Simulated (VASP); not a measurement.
# Tl in VASP: relaxation of the atoms with PBEsol

Aim: the relaxation of the atoms of Tl with PBEsol.

Everything below comes from runs of VASP 6.6.1. Logs are shortened: lines on timing, memory, paths and dates and some standing lists are left out, and cuts for length are marked.

### 1 The cell of the first run

The cell holds a slab with vacuum, 3 atoms: a = 3.335 Å, b = 3.335 Å, c = 22.446 Å, α = 90.00°, β = 90.00°, γ = 109.47°.

### 2 Relaxation of the atoms, PBEsol

INCAR reads:

```
ALGO = Normal
DIPOL = 0.5 0.5 0.500
EDIFF = 1E-7
EDIFFG = -0.03
ENCUT = 450
GGA = PS
GGA_COMPAT = F
IBRION = 2
IDIPOL = 3
ISIF = 2
ISMEAR = 0
LASPH = T
LCHARG = F
LDIPOL = T
LREAL = F
LWAVE = F
NELM = 120
NELMDL = -8
NELMIN = 4
NSW = 90
PREC = Accurate
SIGMA = 0.1
```

KPOINTS reads:

```
k-points
0
Gamma
  9 9 1
```

POSCAR reads:

```
Tl
1.0
    3.3348130646      0.0000000000      0.0000000000
   -1.1116043549      3.1440919093      0.0000000000
    0.0000000000      0.0000000000     22.4457269306
Tl
3
Selective dynamics
Direct
    0.5000000000      0.5000000000      0.3786912327  F F F
    0.0000000000      0.0000000000      0.5000000000  T T T
    0.5000000000      0.5000000000      0.6213087673  T T T
```

Potentials or basis: VASP PAW PBE potentials, release 64 (Tl_d).

The run is started by

```bash
$ cat potpaw_PBE.64/Tl_d/POTCAR > POTCAR
$ mpirun -np 1 vasp_std > vasp.out
```

OUTCAR:

```text
EDIFF = 1E-7
   EDIFFG = -0.03
   ENCUT = 450
   GGA = PS
   IBRION = 2
   ISIF = 2
   ISMEAR = 0
   LASPH = T
   LREAL = F
   NELM = 120
   NELMDL = -8
   NELMIN = 4
   NSW = 90
   PREC = Accurate

 ion  position               nearest neighbor table
   1  0.500  0.500  0.379-   2 3.33   2 3.33   2 3.85   2 3.85
   2  0.000  0.000  0.500-   1 3.33   3 3.33   1 3.33   3 3.33   1 3.85   3 3.85   1 3.85   3 3.85

   3  0.500  0.500  0.621-   2 3.33   2 3.33   2 3.85   2 3.85

  LATTYP: Found a base centered orthorhombic cell.
 ALAT       =     3.8507104411
 B/A-ratio  =     1.4142135624
 C/A-ratio  =     5.8289833198

  Lattice vectors:

 A1 = (   3.3348130646,   0.0000000000,   0.0000000000)
 A2 = (  -1.1116043549,   3.1440919093,   0.0000000000)
 A3 = (   0.0000000000,   0.0000000000,  22.4457269306)

Analysis of symmetry for initial positions (statically):
=====================================================================
 Subroutine PRICEL returns:
 Original cell was already a primitive cell.

 Routine SETGRP: Setting up the symmetry group for a
 base centered orthorhombic supercell.

 Subroutine GETGRP returns: Found  8 space group operations
 (whereof  8 operations were pure point group operations)
 out of a pool of  8 trial point group operations.

The static configuration has the point symmetry D_2h.

Analysis of symmetry for dynamics (positions and initial velocities):
=====================================================================
 Subroutine PRICEL returns:
 Original cell was already a primitive cell.

 Routine SETGRP: Setting up the symmetry group for a
 base centered orthorhombic supercell.

 Subroutine GETGRP returns: Found  8 space group operations
 (whereof  8 operations were pure point group operations)
 out of a pool of  8 trial point group operations.

The dynamic configuration has the point symmetry D_2h.

Analysis of constrained symmetry for selective dynamics:
=====================================================================
 Subroutine PRICEL returns:
 Original cell was already a primitive cell.

 Routine SETGRP: Setting up the symmetry group for a
 base centered orthorhombic supercell.

 Subroutine GETGRP returns: Found  4 space group operations
[... 106 lines left out ...]
   EDIFFG = -.3E-01   stopping-criterion for IOM
   NSW    =     90    number of steps for IOM
   IBRION =      2    ionic relax: 0-MD 1-quasi-New 2-CG
   NFREE  =      1    steps in history (QN), initial steepest desc. (CG)
   ISIF   =      2    stress and relaxation
   ISYM   =      2    0-nonsym 1-usesym 2-fastsym
   POTIM  = 0.5000    time-step for ionic-motion
   TEBEG  =    0.0;   TEEND  =   0.0 temperature during run
   PSTRESS=    0.0 pullay stress
   NELECT =      39.0000    total number of electrons
   NUPDOWN=      -1.0000    fix difference up-down
   EMIN   =  10.00;   EMAX   =-10.00  energy-range for DOS
   EFERMI =   0.00;   METHOD = LEGACY
   ISMEAR =     0;   SIGMA  =   0.10  broadening in eV -4-tet -1-fermi 0-gaus
   EFERMI_NEDOS =   21; number of points for ismear=-14 and -15
   IALGO  =     38    algorithm
   IMIX   =      4    mixing-type and parameters
     AMIX     =   0.40;   BMIX     =  1.00
     AMIX_MAG =   1.60;   BMIX_MAG =  1.00
  volume/ion in A,a.u.               =      78.45       529.39
  Fermi-wavevector in a.u.,A,eV,Ry     =   0.899214  1.699267 11.001470  0.808585
  Thomas-Fermi vector in A             =   2.022020
   LORBIT       =      0    0 simple, 1 ext, 2 COOP (PROOUT), +10 PAW based schemes
   GGA     = PS    functional components
   LHFCALC =     F    Hartree Fock is set to
   AEXX    =    0.0000 exact exchange contribution
   IVDW    =     0    specifies the selected vdW correction
   LEPSILON=     F    determine dielectric tensor
   LRPA    =     F    only Hartree local field effects (RPA)
 conjugate gradient relaxation of ions
 non-spin polarized calculation
 Gauss-broadening in eV      SIGMA  =   0.10
  energy-cutoff  :      450.00
  volume of cell :      235.34
 maximum number of plane-waves:      5133
   NGX = 11   NGY = 11   NGZ = 77

 dipolmoment           0.000000      0.000000     -0.000001 electrons x Angstroem

 number of electron      39.0000005 magnetization

 dipolmoment           0.000000      0.000000      0.000000 electrons x Angstroem

 Free energy of the ion-electron system (eV)
  ---------------------------------------------------
  ext. energy  EPLUGINS =         0.00000000
  ---------------------------------------------------
  free energy    TOTEN  =        -7.45412236 eV

  energy without entropy =       -7.44700281  energy(sigma->0) =       -7.45056259

 E-fermi :  -0.0698     XC(G=0):  -4.4086

 val. band max:       -0.1689137385   @ k =   0.3333   0.3333   0.0000
 cond. band min:      -0.0488474238   @ k =  -0.4444   0.2222   0.0000
 fundamental gap:      0.1200663147
 Fermi energy:        -0.0698167389

 k-point     1 :       0.0000    0.0000    0.0000
  band No.  band energies     occupation
      1     -11.7661      2.00000
      2     -11.7314      2.00000
      3     -11.6908      2.00000
      4     -11.6451      2.00000
      5     -11.6320      2.00000
      6     -11.5948      2.00000
[... 613 lines left out ...]
     22       1.2925      0.00000
     23       1.8148      0.00000

 [... further k-points ...]

------------------------ aborting loop because EDIFF is reached ----------------------------------------

 vacuum level on the upper side and lower side of the slab       (xc-potential included)        -0.061        -0.060

  FORCE on cell =-STRESS in cart. coord.  units (eV):
  Direction    XX          YY          ZZ          XY          YZ          ZX
  --------------------------------------------------------------------------------------
  -------------------------------------------------------------------------------------
  Total       -0.9448467     -1.1476881     -0.0306703     -0.2868611      0.0000000      0.0000000
  in kB       -6.4323773     -7.8132919     -0.2087986     -1.9529081      0.0000000      0.0000000
  external PRESSURE =      -4.8181559 kB  Pullay stress =       0.0000000 kB

 VOLUME and BASIS-vectors are now :
 -----------------------------------------------------------------------------
  energy-cutoff  :      450.00
  volume of cell :      235.34
      direct lattice vectors                 reciprocal lattice vectors
     3.334813065  0.000000000  0.000000000     0.299866883  0.106018953  0.000000000
    -1.111604355  3.144091909  0.000000000     0.000000000  0.318056860  0.000000000
     0.000000000  0.000000000 22.445726931     0.000000000  0.000000000  0.044551910

 POSITION                                       TOTAL-FORCE (eV/Angst)
 -----------------------------------------------------------------------------------
      1.11160      1.57205      8.50000        -0.000000      0.000000      0.004855
      0.00000      0.00000     11.22286         0.000000      0.000000     -0.000000
      1.11160      1.57205     13.94573         0.000000      0.000000     -0.004854
 -----------------------------------------------------------------------------------
    total drift:                                0.000000     -0.000000     -0.000001

  FREE ENERGIE OF THE ION-ELECTRON SYSTEM (eV)
  ---------------------------------------------------
  free  energy   TOTEN  =        -7.4541223636 eV

  energy  without entropy=       -7.4470028098  energy(sigma->0) =       -7.45056259

 reached required accuracy - stopping structural energy minimisation

 vacuum level on the upper side and lower side of the slab         3.653         3.655
```

OSZICAR:

```text
N       E                     dE             d eps       ncg     rms          rms(c)
DAV:   1     0.204408424539E+03    0.20441E+03   -0.17317E+04  1334   0.122E+03
DAV:   2    -0.800658293118E+00   -0.20521E+03   -0.20241E+03  1325   0.267E+02
DAV:   3    -0.755695196659E+01   -0.67563E+01   -0.66744E+01  1355   0.433E+01
[... 19 lines left out ...]
DAV:  23    -0.745411563122E+01   -0.12269E-05   -0.38418E-08   904   0.248E-03    0.367E-04
DAV:  24    -0.745412179727E+01   -0.61661E-05   -0.74266E-07   778   0.192E-03    0.201E-04
DAV:  25    -0.745412205542E+01   -0.25815E-06   -0.76523E-09   848   0.784E-04    0.716E-05
DAV:  26    -0.745412235258E+01   -0.29715E-06   -0.20385E-08   764   0.475E-04    0.161E-05
DAV:  27    -0.745412236362E+01   -0.11045E-07   -0.31357E-10   813   0.801E-05
   1 F= -.74541224E+01 E0= -.74505626E+01  d E =-.745412E+01
```

Run time: 2.4 min. Hardware: 1 thread of Intel Xeon Platinum 8259CL at 2.50GHz (Skylake/Cascade Lake), shared host; peak memory 0.3 GiB.

What came out:

```yaml
Free_energy: -7.4541 eV
Band_gap_on_the_k_mesh: zero (an odd number of electrons rules out a gap without spin polarisation)
```

Final structure:
```
Tl
1.0
     3.33481    0.00000    0.00000
    -1.11160    3.14409    0.00000
     0.00000    0.00000   22.44573
Tl
3
Cartesian
  1.1116 1.5720 8.5000
  0.0000 0.0000 11.2229
  1.1116 1.5720 13.9457
```

Caveat: the relaxation stopped at its first step, so nothing moved; the PAW data sets were made with another functional, which shifts forces and pressure a little; spin-orbit coupling is left out, which moves the levels of the heavy elements.

The gap in the log of VASP goes by the Fermi energy; the results here count the filled bands.